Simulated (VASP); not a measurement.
# V2N3 (P3m1) in VASP: further runs

V2N3 is run at these levels: PBEsol; tasks: single point.

All numbers are computed with VASP 6.6.1; they aren't measurements. Logs are shortened: lines on timing, memory, paths and dates and some standing lists are left out, and cuts for length are marked.

## Step 1: The cell of the first run

Symmetry: P3m1, No. 156, trigonal system. Conventional cell: a = 2.780 Å, b = 2.780 Å, c = 6.196 Å, α = 90.00°, β = 90.00°, γ = 120.00°. V (site symmetry 3m) has 6 N at 1.96 to 2.07 Å within 2.6 Å. V (site symmetry 3m) has 6 N at 1.95 to 2.08 Å within 2.6 Å. Within 2.6 Å of N (site symmetry 3m) lie 6 V at 1.96 to 2.08 Å and 2 N at 2.43 Å. N (site symmetry 3m) has 1 N at 1.33 Å within 1.8 Å. N (site symmetry 3m) has 1 N at 1.33 Å within 1.8 Å.

## Step 2: Single point, PBEsol (all N atoms moved -0.100 Å, as atom 3 along Cartesian [0 0 1])

The input, INCAR:

```
ALGO     = Normal         # electronic algorithm
EDIFF    = 1E-6           # SCF threshold, eV
ENCUT    = 520            # plane-wave cutoff, eV
GGA      = PS             # functional
ISIF     = 2              # what is computed and relaxed
ISMEAR   = 0              # smearing method
LASPH    = True           # aspherical terms in the spheres
LCHARG   = True           # write CHGCAR
LELF     = True           # ELF
LREAL    = False          # projectors in reciprocal space
LVHAR    = True         
LWAVE    = False          # write WAVECAR
NBANDS   = 28             # bands
NELM     = 60             # most SCF steps
PREC     = Accurate       # precision mode
SIGMA    = 0.15           # smearing width, eV
```

The input, KPOINTS:

```
k-points
0
Gamma
  18 18 8
```

The input, POSCAR:

```
V2N3
1.0
    2.7797869938      0.0000000000      0.0000000000
   -1.3898934969      2.4073661537      0.0000000000
    0.0000000000      0.0000000000      6.1963538749
V N
2 3
Direct
    0.6666666667      0.3333333333      0.3021155180
    0.3333333333      0.6666666667      0.6978844820
    0.0000000000      0.0000000000      0.4838614769
    0.0000000000      0.0000000000      0.0913013884
    0.0000000000      0.0000000000      0.8764215654
```

Potentials or basis: VASP PAW PBE potentials, release 64 (V_sv, N).

Run with:

```
$ cat potpaw_PBE.64/V_sv/POTCAR potpaw_PBE.64/N/POTCAR > POTCAR
$ mpirun -np 1 vasp_std > vasp.out
```

OUTCAR:

```text
EDIFF = 1E-6
   ENCUT = 520
   GGA = PS
   ISIF = 2
   ISMEAR = 0
   LASPH = True
   LREAL = False
   NELM = 60
   PREC = Accurate

 ion  position               nearest neighbor table
   1  0.667  0.333  0.302-   3 1.96   3 1.96   3 1.96   4 2.07   4 2.07   4 2.07
   2  0.333  0.667  0.698-   5 1.95   5 1.95   5 1.95   3 2.08   3 2.08   3 2.08
   3  0.000  0.000  0.484-   1 1.96   1 1.96   1 1.96   2 2.08   2 2.08   2 2.08
   4  0.000  0.000  0.091-   5 1.33   1 2.07   1 2.07   1 2.07
   5  0.000  0.000  0.876-   4 1.33   2 1.95   2 1.95   2 1.95

  LATTYP: Found a hexagonal cell.
 ALAT       =     2.7797869938
 C/A-ratio  =     2.2290750654

  Lattice vectors:

 A1 = (   2.7797869938,   0.0000000000,   0.0000000000)
 A2 = (  -1.3898934969,   2.4073661537,   0.0000000000)
 A3 = (   0.0000000000,   0.0000000000,   6.1963538749)

Analysis of symmetry for initial positions (statically):
=====================================================================
 Subroutine PRICEL returns:
 Original cell was already a primitive cell.

 Routine SETGRP: Setting up the symmetry group for a
 hexagonal supercell.

 Subroutine GETGRP returns: Found  6 space group operations
 (whereof  6 operations were pure point group operations)
 out of a pool of 24 trial point group operations.

The static configuration has the point symmetry C_3v.

Analysis of symmetry for dynamics (positions and initial velocities):
=====================================================================
 Subroutine PRICEL returns:
 Original cell was already a primitive cell.

 Routine SETGRP: Setting up the symmetry group for a
 hexagonal supercell.

 Subroutine GETGRP returns: Found  6 space group operations
 (whereof  6 operations were pure point group operations)
 out of a pool of 24 trial point group operations.

The dynamic configuration has the point symmetry C_3v.

 Subroutine INISYM returns: Found  6 space group operations
 (whereof  6 operations are pure point group operations),
 and found     1 'primitive' translations

----------------------------------------------------------------------------------------

                                     Primitive cell

  volume of cell :      41.4658

  direct lattice vectors                    reciprocal lattice vectors
     2.779786994  0.000000000  0.000000000     0.359739794  0.207695867  0.000000000
    -1.389893497  2.407366154  0.000000000     0.000000000  0.415391734  0.000000000
[... 94 lines left out ...]
   NSW    =      0    number of steps for IOM
   IBRION =     -1    ionic relax: 0-MD 1-quasi-New 2-CG
   NFREE  =      0    steps in history (QN), initial steepest desc. (CG)
   ISIF   =      2    stress and relaxation
   ISYM   =      2    0-nonsym 1-usesym 2-fastsym
   POTIM  = 0.5000    time-step for ionic-motion
   TEBEG  =    0.0;   TEEND  =   0.0 temperature during run
   PSTRESS=    0.0 pullay stress
   NELECT =      41.0000    total number of electrons
   NUPDOWN=      -1.0000    fix difference up-down
   EMIN   =  10.00;   EMAX   =-10.00  energy-range for DOS
   EFERMI =   0.00;   METHOD = LEGACY
   ISMEAR =     0;   SIGMA  =   0.15  broadening in eV -4-tet -1-fermi 0-gaus
   EFERMI_NEDOS =   21; number of points for ismear=-14 and -15
   IALGO  =     38    algorithm
   IMIX   =      4    mixing-type and parameters
     AMIX     =   0.40;   BMIX     =  1.00
     AMIX_MAG =   1.60;   BMIX_MAG =  1.00
  volume/ion in A,a.u.               =       8.29        55.96
  Fermi-wavevector in a.u.,A,eV,Ry     =   1.630946  3.082040 36.191276  2.659984
  Thomas-Fermi vector in A             =   2.723163
   LORBIT       =      0    0 simple, 1 ext, 2 COOP (PROOUT), +10 PAW based schemes
   GGA     = PS    functional components
   LHFCALC =     F    Hartree Fock is set to
   AEXX    =    0.0000 exact exchange contribution
   IVDW    =     0    specifies the selected vdW correction
   LEPSILON=     F    determine dielectric tensor
   LRPA    =     F    only Hartree local field effects (RPA)
 non-spin polarized calculation
 Gauss-broadening in eV      SIGMA  =   0.15
  energy-cutoff  :      520.00
  volume of cell :       41.47
 maximum number of plane-waves:      1134
 NGX is ok and might be reduce to    24
   NGX = 11   NGY = 11   NGZ = 23

 number of electron      41.0000003 magnetization

 Free energy of the ion-electron system (eV)
  ---------------------------------------------------
  ext. energy  EPLUGINS =         0.00000000
  ---------------------------------------------------
  free energy    TOTEN  =       -49.62208184 eV

  energy without entropy =      -49.59675624  energy(sigma->0) =      -49.60941904

 E-fermi :  10.3406     XC(G=0): -13.5982

 val. band max:       10.3388462090   @ k =  -0.1111   0.4444   0.1250
 cond. band min:      10.3412223829   @ k =   0.3333   0.3333   0.0000
 fundamental gap:      0.0023761740
 Fermi energy:        10.3406138476

 k-point     1 :       0.0000    0.0000    0.0000
  band No.  band energies     occupation
      1     -54.1202      2.00000
      2     -54.0727      2.00000
      3     -28.2112      2.00000
      4     -27.9165      2.00000
      5     -27.8658      2.00000
      6     -27.8658      2.00000
[... 733 lines left out ...]
     27      14.1659      0.00000
     28      14.7055      0.00000

 [... further k-points ...]

------------------------ aborting loop because EDIFF is reached ----------------------------------------

  FORCE on cell =-STRESS in cart. coord.  units (eV):
  Direction    XX          YY          ZZ          XY          YZ          ZX
  --------------------------------------------------------------------------------------
  -------------------------------------------------------------------------------------
  Total        1.0204165      1.0204165      0.6211188      0.0000000      0.0000000      0.0000000
  in kB       39.4274018     39.4274018     23.9991216      0.0000000      0.0000000      0.0000000
  external PRESSURE =      34.2846417 kB  Pullay stress =       0.0000000 kB

 VOLUME and BASIS-vectors are now :
 -----------------------------------------------------------------------------
  energy-cutoff  :      520.00
  volume of cell :       41.47
      direct lattice vectors                 reciprocal lattice vectors
     2.779786994  0.000000000  0.000000000     0.359739794  0.207695867  0.000000000
    -1.389893497  2.407366154  0.000000000     0.000000000  0.415391734  0.000000000
     0.000000000  0.000000000  6.196353875     0.000000000  0.000000000  0.161385231

 POSITION                                       TOTAL-FORCE (eV/Angst)
 -----------------------------------------------------------------------------------
      1.38989      0.80246      1.87201         0.000000     -0.000000     -2.746720
     -0.00000      1.60491      4.32434        -0.000000      0.000000     -2.822737
      0.00000      0.00000      2.99818         0.000000      0.000000      1.601087
      0.00000      0.00000      0.56574        -0.000000      0.000000      1.889798
      0.00000      0.00000      5.43062        -0.000000      0.000000      2.078572
 -----------------------------------------------------------------------------------
    total drift:                                0.000000     -0.000000     -0.000156

  FREE ENERGIE OF THE ION-ELECTRON SYSTEM (eV)
  ---------------------------------------------------
  free  energy   TOTEN  =       -49.6220818385 eV

  energy  without entropy=      -49.5967562377  energy(sigma->0) =      -49.60941904
```

OSZICAR:

```text
N       E                     dE             d eps       ncg     rms          rms(c)
DAV:   1     0.509038998434E+03    0.50904E+03   -0.23578E+04 14960   0.164E+03
DAV:   2    -0.169003193530E+02   -0.52594E+03   -0.50685E+03 15348   0.522E+02
DAV:   3    -0.595185692749E+02   -0.42618E+02   -0.41642E+02 17552   0.144E+02
DAV:   4    -0.604364277998E+02   -0.91786E+00   -0.91477E+00 17680   0.216E+01
DAV:   5    -0.604487494838E+02   -0.12322E-01   -0.12314E-01 18560   0.248E+00    0.489E+01
DAV:   6    -0.543739194272E+02    0.60748E+01   -0.11860E+02 19976   0.805E+01    0.196E+01
DAV:   7    -0.511612164085E+02    0.32127E+01   -0.63471E+01 19984   0.630E+01    0.203E+01
DAV:   8    -0.502335234331E+02    0.92769E+00   -0.10026E+01 19104   0.218E+01    0.959E+00
DAV:   9    -0.498140882785E+02    0.41944E+00   -0.77769E+00 20316   0.155E+01    0.520E+00
DAV:  10    -0.496245313824E+02    0.18956E+00   -0.12672E+00 19928   0.739E+00    0.753E-01
DAV:  11    -0.496223713793E+02    0.21600E-02   -0.26493E-02 17124   0.132E+00    0.289E-01
DAV:  12    -0.496221368833E+02    0.23450E-03   -0.49411E-03 17832   0.452E-01    0.131E-01
DAV:  13    -0.496220975595E+02    0.39324E-04   -0.30550E-04 17052   0.158E-01    0.624E-02
DAV:  14    -0.496220859242E+02    0.11635E-04   -0.25712E-04 18612   0.104E-01    0.196E-02
DAV:  15    -0.496220819361E+02    0.39881E-05   -0.36996E-05 16280   0.459E-02    0.692E-03
DAV:  16    -0.496220818385E+02    0.97650E-07   -0.23242E-06 12844   0.124E-02
   1 F= -.49622082E+02 E0= -.49609419E+02  d E =-.253256E-01
```

It took 15 min on 1 thread of Intel Xeon 8259CL, shared host; peak memory 0.36 GiB.

What came out:

```
Free energy            : -49.6221 eV
Pressure               : 3.4 GPa
Largest force          : 2.823 eV/Å
Band gap on the k mesh : zero (an odd number of electrons rules out a gap without spin polarisation)
```

Forces on the atoms (eV/Å):
```
V    0.000  0.000 -2.747
V    0.000  0.000 -2.823
N    0.000  0.000  1.601
N    0.000  0.000  1.890
N    0.000  0.000  2.079
```

Stress tensor (GPa, compression positive):
```
3.94 0.00 0.00
0.00 3.94 0.00
0.00 0.00 2.40
```

Caveat: the cell differs from its parent crystal (all N atoms moved -0.100 Å, as atom 3 along Cartesian [0 0 1]); the cell stands under pressure; the PAW data sets were made with another functional, which shifts forces and pressure a little; the run has no spin polarisation, though such a crystal can be magnetic.

[end of part 1 of 2]
